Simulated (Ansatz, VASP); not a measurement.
TePb: VASP beside Ansatz

File INCAR:

```
ALGO = Normal
EDIFF = 1E-7
ENCUT = 520
GGA = PE
ISIF = 2
ISMEAR = 0
LASPH = T
LCHARG = F
LREAL = F
LWAVE = F
NBANDS = 17
NELM = 60
PREC = Accurate
SIGMA = 0.02
```

File KPOINTS:

```
k-points
0
Gamma
  8 8 8
```

POSCAR

```
TePb
1.0
    0.0000000000      3.3447855000      3.3447855000
    3.3447855000      0.0000000000      3.3447855000
    3.3447855000      3.3447855000      0.0000000000
Te Pb
1 1
Direct
    0.5000000000      0.5000000000      0.5000000000
    0.0000000000      0.0000000000      0.0000000000
```

Input for Ansatz:

```yaml
crystal:
  lattice:
    - [0.0, 3.3447855, 3.3447855]
    - [3.3447855, 0.0, 3.3447855]
    - [3.3447855, 3.3447855, 0.0]
  atoms:
    - { symbol: Te, position: [0.5, 0.5, 0.5] }
    - { symbol: Pb, position: [0.0, 0.0, 0.0] }
basis:
  ecutwfc: 420
kpoints:
  mp_grid: { grid: [8, 8, 8] }
hamiltonian:
  xc: pbe
scf:
  occupations: { method: gaussian, width: 0.02 }
output:
  forces: true
  stress: true
  eigenvalues: true
```

Alike in both runs: task single point; functional PBE; k mesh 8 × 8 × 8; occupations gaussian, width 0.02 eV; no spin polarisation.

|  | VASP | Ansatz |
| --- | --- | --- |
| version | VASP 6.6.1 | Ansatz 0.2.0 |
| potentials or method | VASP PAW PBE potentials, release 64 (Te, Pb_d), cutoff 520 eV | scalar-relativistic, plane waves, PAW |
| valence electrons in the cell | 20 | 30 |

```tsv
	VASP	Ansatz	Ansatz less VASP
gap on the k mesh at the Fermi level (eV)	0.92	0.92	-0.004
least direct gap on the mesh (eV)	0.92	0.92	-0.004
pressure (GPa)	-1.9	-1.9	+0.03
```

With one functional, cell and mesh, what is left measures potentials, basis and numerics. VASP's potentials hold 20 valence electrons a cell and Ansatz's 30, so a difference there can come from the potentials and not from the codes.

Spin-orbit coupling is off throughout.
